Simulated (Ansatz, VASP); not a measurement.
TlInTe: VASP beside Ansatz

```
Tl In Te
1.0
     4.80182    0.00000    0.00000
    -2.40091    4.15850    0.00000
     0.00000    0.00000    5.15316
Tl In Te
1 1 1
Direct
  0.00000 0.00000 0.50000
  0.33333 0.66667 0.50000
  0.66667 0.33333 0.00000
```

Change from the starting cell: species swapped into the CaGaSi type (P-6m2, No. 187).

Alike in both runs: task single point; functional PBE; k mesh 6 × 6 × 4; occupations gaussian, width 0.1 eV; no spin polarisation.

|  | VASP | Ansatz |
| --- | --- | --- |
| version | VASP 6.6.1 | Ansatz 0.2.0 |
| potentials or method | VASP PAW PBE potentials, release 64 (Tl_d, In_d, Te), cutoff 520 eV | scalar-relativistic, plane waves, PAW |
| valence electrons in the cell | 32 | 42 |

Ansatz gave:

- gap on the k mesh at the Fermi level (eV): none
- pressure (GPa): 1.4
- traceless stress, the component that is largest in VASP (GPa): -7.26

Q: Which values does VASP return?

A: gap on the k mesh at the Fermi level (eV): none; pressure (GPa): 1.4; traceless stress, the component that is largest in VASP (GPa): -7.27.

A gap of «none» marks a metal or a gap that the smearing closes. The functional is the same, so the differences come from potentials, cutoffs and numerics. VASP's potentials hold 32 valence electrons a cell and Ansatz's 42, so a difference there can come from the potentials and not from the codes.

Spin-orbit coupling is off throughout.
